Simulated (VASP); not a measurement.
# C (P6_3/mmc) in VASP: a series of runs, part 2 of 2

VASP 6.6.1. The steps go on from the part before.

## (4) Single point, PBEsol (volume scaled by 1.04)

INCAR

```
PREC = Accurate ; ENCUT = 520
EDIFF = 1E-6 ; ISMEAR = -1
SIGMA = 0.05 ; LREAL = False
LASPH = True ; NELM = 80
ALGO = Normal ; ISIF = 2
LWAVE = False ; LCHARG = False
GGA = PS ; NBANDS = 16
```

KPOINTS

```
regular mesh
0
Gamma
  13 13 7
```

POSCAR

```
C
1.0
    2.5317656016      0.0000000000      0.0000000000
   -1.2658828008      2.1925733275      0.0000000000
    0.0000000000      0.0000000000      4.2154619418
C
4
Direct
    0.3333333333      0.6666666667      0.0627973083
    0.6666666667      0.3333333333      0.5627973083
    0.3333333333      0.6666666667      0.4372026917
    0.6666666667      0.3333333333      0.9372026917
```

Potentials or basis: VASP PAW PBE potentials, release 64 (C).

Run with:

```sh
> cat potpaw_PBE.64/C/POTCAR > POTCAR
> mpirun -np 1 vasp_std > vasp.out
```

OUTCAR:

```text
PREC = Accurate
   ENCUT = 520
   EDIFF = 1E-6
   ISMEAR = -1
   LREAL = False
   LASPH = True
   NELM = 80
   ISIF = 2
   GGA = PS

 ion  position               nearest neighbor table
   1  0.333  0.667  0.063-   4 1.55   4 1.55   4 1.55   3 1.58
   2  0.667  0.333  0.563-   3 1.55   3 1.55   3 1.55   4 1.58
   3  0.333  0.667  0.437-   2 1.55   2 1.55   2 1.55   1 1.58
   4  0.667  0.333  0.937-   1 1.55   1 1.55   1 1.55   2 1.58

  LATTYP: Found a hexagonal cell.
 ALAT       =     2.5317656016
 C/A-ratio  =     1.6650285236

  Lattice vectors:

 A1 = (   2.5317656016,   0.0000000000,   0.0000000000)
 A2 = (  -1.2658828008,   2.1925733275,   0.0000000000)
 A3 = (   0.0000000000,   0.0000000000,   4.2154619418)

Analysis of symmetry for initial positions (statically):
=====================================================================
 Subroutine PRICEL returns:
 Original cell was already a primitive cell.

 Routine SETGRP: Setting up the symmetry group for a
 hexagonal supercell.

[... 167 lines left out ...]
  ---------------------------------------------------
  free energy    TOTEN  =       -38.36334169 eV

  energy without entropy =      -38.36334169  energy(sigma->0) =      -38.36334169

 E-fermi :  10.5141     XC(G=0): -13.2747

 val. band max:        9.5484368868   @ k =   0.0000   0.0000   0.0000
 cond. band min:      12.8472556131   @ k =   0.3077   0.3077   0.0000
 fundamental gap:      3.2988187263
 Fermi energy:        10.5141219081

 k-point     1 :       0.0000    0.0000    0.0000
  band No.  band energies     occupation
      1     -11.8651      2.00000
      2      -6.4125      2.00000
      3      -3.8857      2.00000
      4       6.5444      2.00000
      5       6.5444      2.00000
      6       9.0722      2.00000
[... 433 lines left out ...]
      3      -2.2990      2.00000
      4       4.1715      2.00000
      5       5.6516      2.00000
      6       7.0365      2.00000
[... 8 lines left out ...]
     15      23.6267      0.00000
     16      24.8258      0.00000

 [... further k-points ...]
[... 5 lines left out ...]
  --------------------------------------------------------------------------------------
  -------------------------------------------------------------------------------------
  Total       -2.2560877     -2.2560877     -2.3073344      0.0000000      0.0000000      0.0000000
  in kB     -154.4698614   -154.4698614   -157.9786275      0.0000000      0.0000000      0.0000000
  external PRESSURE =    -155.6394501 kB  Pullay stress =       0.0000000 kB

 VOLUME and BASIS-vectors are now :
 -----------------------------------------------------------------------------
  energy-cutoff  :      520.00
  volume of cell :       23.40
      direct lattice vectors                 reciprocal lattice vectors
     2.531765602  0.000000000  0.000000000     0.394981273  0.228042544  0.000000000
    -1.265882801  2.192573327  0.000000000     0.000000000  0.456085088  0.000000000
     0.000000000  0.000000000  4.215461942     0.000000000  0.000000000  0.237221926

 POSITION                                       TOTAL-FORCE (eV/Angst)
 -----------------------------------------------------------------------------------
     -0.00000      1.46172      0.26472         0.000000      0.000000     -0.039247
      1.26588      0.73086      2.37245         0.000000     -0.000000     -0.039247
     -0.00000      1.46172      1.84301        -0.000000      0.000000      0.039247
      1.26588      0.73086      3.95074        -0.000000     -0.000000      0.039247
 -----------------------------------------------------------------------------------
    total drift:                               -0.000000      0.000000      0.000000

  FREE ENERGIE OF THE ION-ELECTRON SYSTEM (eV)
  ---------------------------------------------------
  free  energy   TOTEN  =       -38.3633416924 eV

  energy  without entropy=      -38.3633416923  energy(sigma->0) =      -38.36334169
```

OSZICAR:

```text
N       E                     dE             d eps       ncg     rms          rms(c)
DAV:   1     0.184636838894E+02    0.18464E+02   -0.81547E+03  2696   0.964E+02
DAV:   2    -0.377724316760E+02   -0.56236E+02   -0.51993E+02  3808   0.186E+02
DAV:   3    -0.395724110898E+02   -0.18000E+01   -0.17947E+01  3400   0.284E+01
DAV:   4    -0.395790300167E+02   -0.66189E-02   -0.66181E-02  3256   0.216E+00
DAV:   5    -0.395790636754E+02   -0.33659E-04   -0.33655E-04  3392   0.134E-01    0.758E+00
DAV:   6    -0.386788424062E+02    0.90022E+00   -0.54334E-01  3112   0.452E+00    0.447E+00
DAV:   7    -0.383628499530E+02    0.31599E+00   -0.62895E-01  3432   0.503E+00    0.883E-01
DAV:   8    -0.383632796410E+02   -0.42969E-03   -0.12684E-02  2968   0.739E-01    0.414E-02
DAV:   9    -0.383633228957E+02   -0.43255E-04   -0.70760E-05  3560   0.693E-02    0.272E-02
DAV:  10    -0.383633422517E+02   -0.19356E-04   -0.11047E-05  3032   0.266E-02    0.798E-03
DAV:  11    -0.383633416924E+02    0.55934E-06   -0.30046E-07  2696   0.425E-03
   1 F= -.38363342E+02 E0= -.38363342E+02  d E =-.146451E-10
```

Wall time 39 s (1 thread of Intel Xeon 6975P-C, shared host); peak memory 0.14 GiB.

What came out:

| Quantity | Value |
| --- | --- |
| Free energy | -38.3633 eV |
| Pressure | -15.6 GPa |
| Largest force | 0.039 eV/Å |
| Band gap on the k mesh | 3.30 eV, indirect (least direct gap 4.85 eV) |

Forces in eV/Å, atoms in the order of the input:
```
C    0.000  0.000 -0.039
C    0.000  0.000 -0.039
C    0.000  0.000  0.039
C    0.000  0.000  0.039
```

Caveat: the PAW data sets were made with another functional, which shifts forces and pressure a little.

## (5) Single point, PBEsol (volume scaled by 1.08)

INCAR

```
SYSTEM = C
  PREC = Accurate
  ENCUT = 520
  EDIFF = 1E-6
  ISMEAR = -1
  SIGMA = 0.05
  LREAL = .False.
  LASPH = .True.
  NELM = 100
  ALGO = Normal
  ISIF = 2
  LWAVE = .False.
  LCHARG = .False.
  GGA = PS
  NBANDS = 16
```

KPOINTS

```
Automatic mesh
0
Gamma
  13 13 7
  0 0 0
```

POSCAR

```
C
1.0
    2.5638166700      0.0000000000      0.0000000000
   -1.2819083350      2.2203303669      0.0000000000
    0.0000000000      0.0000000000      4.2688278848
C
4
Direct
    0.3333333333      0.6666666667      0.0627973083
    0.6666666667      0.3333333333      0.5627973083
    0.3333333333      0.6666666667      0.4372026917
    0.6666666667      0.3333333333      0.9372026917
```

Run with:

```sh
> cat potpaw_PBE.64/C/POTCAR > POTCAR
> mpirun -np 1 vasp_std > vasp.out
```

It took 40 s on 1 thread of Intel Xeon 6975P-C, shared host; peak memory 0.14 GiB.

The run converged. Its results:

```
Free energy            : -38.2371 eV
Pressure               : -29.4 GPa
Largest force          : 0.080 eV/Å
Band gap on the k mesh : 3.41 eV, indirect (least direct gap 4.79 eV)
```

Forces on the atoms (eV/Å):
```
C    0.000  0.000 -0.080
C    0.000  0.000 -0.080
C    0.000  0.000  0.080
C    0.000  0.000  0.080
```

Stress tensor (GPa, compression positive):
```
-29.17   0.00   0.00
  0.00 -29.17   0.00
  0.00   0.00 -29.74
```

Levels at points of the mesh, in eV from the valence-band top:
| k point | band 5 | band 6 | band 7 | band 8 | band 9 | band 10 | band 11 | band 12 |
| --- | --- | --- | --- | --- | --- | --- | --- | --- |
| (0.00, 0.00, 0.00) | -2.89 | -0.45 | 0.00 | 0.00 | 4.79 | 4.79 | 5.11 | 7.29 |

Caveat: the PAW data sets were made with another functional, which shifts forces and pressure a little.

## (6) Single point, PBEsol (volume scaled by 1.12)

INCAR

```
SYSTEM = C
PREC = Accurate
ENCUT = 520
EDIFF = 1E-6
ISMEAR = -1
SIGMA = 0.05
LREAL = .FALSE.
LASPH = .TRUE.
NELM = 80
ALGO = Normal
ISIF = 2
LWAVE = .FALSE.
LCHARG = .FALSE.
GGA = PS
NBANDS = 16
```

KPOINTS

```
regular mesh
0
G
  13 13 7
  0 0 0
```

POSCAR

```
C
1.0
    2.5950858087      0.0000000000      0.0000000000
   -1.2975429043      2.2474102353      0.0000000000
    0.0000000000      0.0000000000      4.3208918926
C
4
Direct
    0.3333333333      0.6666666667      0.0627973083
    0.6666666667      0.3333333333      0.5627973083
    0.3333333333      0.6666666667      0.4372026917
    0.6666666667      0.3333333333      0.9372026917
```

Potentials or basis: VASP PAW PBE potentials, release 64 (C).

Run with:

```sh
> cat potpaw_PBE.64/C/POTCAR > POTCAR
> mpirun -np 1 vasp_std > vasp.out
```

It took 37 s on 1 thread of Intel Xeon 6975P-C, shared host; peak memory 0.14 GiB.

The run converged. Its results:

| Property | Result |
| --- | --- |
| Free energy | -38.0401 eV |
| Pressure | -40.8 GPa |
| Largest force | 0.116 eV/Å |
| Band gap on the k mesh | 3.51 eV, indirect (least direct gap 4.73 eV) |

Forces on the atoms (eV/Å):
```
C    0.000  0.000 -0.116
C    0.000  0.000 -0.116
C    0.000  0.000  0.116
C    0.000  0.000  0.116
```

Stress tensor (GPa, compression positive):
```
-40.55   0.00   0.00
  0.00 -40.55   0.00
  0.00   0.00 -41.28
```

Levels at points of the mesh, in eV from the valence-band top:
```
           k point  band 6  band 7  band 8  band 9  band 10  band 11
(0.00, 0.00, 0.00)   -0.42    0.00    0.00    4.73     4.73     5.01
```

Caveat: the PAW data sets were made with another functional, which shifts forces and pressure a little. A k mesh can miss the band edges.

## (7) Summary

```csv
cell,gap on the mesh (eV),pressure (GPa),largest force (eV/Å)
"a = 2.395, b = 2.395, c = 3.987 Å, angles 90.0, 90.0, 120.0°, 4 atoms",2.70,74.5,0.18
"a = 2.499, b = 2.499, c = 4.161 Å, angles 90.0, 90.0, 120.0°, 4 atoms",3.17,1.1,0.01
"a = 2.532, b = 2.532, c = 4.215 Å, angles 90.0, 90.0, 120.0°, 4 atoms",3.30,-15.6,0.04
"a = 2.564, b = 2.564, c = 4.269 Å, angles 90.0, 90.0, 120.0°, 4 atoms",3.41,-29.4,0.08
"a = 2.595, b = 2.595, c = 4.321 Å, angles 90.0, 90.0, 120.0°, 4 atoms",3.51,-40.8,0.12
```

Alike in all rows: task single point; level PBEsol; potentials or basis VASP PAW PBE potentials, release 64 (C); no spin polarisation; k mesh 13 × 13 × 7; cutoff (eV) 520; smearing fermi-dirac 0.05 eV.

Caveats: the PAW data sets were made with another functional, which shifts forces and pressure a little.

Total energies depend on the potentials used, so only differences within one code and one set of settings carry meaning.
